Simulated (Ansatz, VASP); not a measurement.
Cu in VASP and in Ansatz

```xyz
1
Lattice="0.0000 1.7196 1.7196 1.7196 0.0000 1.7196 1.7196 1.7196 0.0000" Properties=species:S:1:pos:R:3 pbc="T T T"
Cu    0.0000    0.0000    0.0000
```

Change from the starting cell: volume scaled by 0.85, LAPW.

Alike in both runs: task single point; functional PBE; k mesh 18 × 18 × 18; occupations fermi-dirac, width 0.05 eV; no spin polarisation.

|  | VASP | Ansatz |
| --- | --- | --- |
| version | VASP 6.6.1 | Ansatz 0.2.0 |
| potentials or method | VASP PAW PBE potentials, release 64 (Cu), cutoff 520 eV | all-electron LAPW, scalar-relativistic |

|  | VASP | Ansatz | Ansatz less VASP |
| --- | --- | --- | --- |
| pressure (GPa) | 34.7 | 34.2 | -0.52 |

Both programs put the cell under a high pressure, so it lies far from rest at this level. Ansatz ran all-electron here, and VASP with PAW potentials.
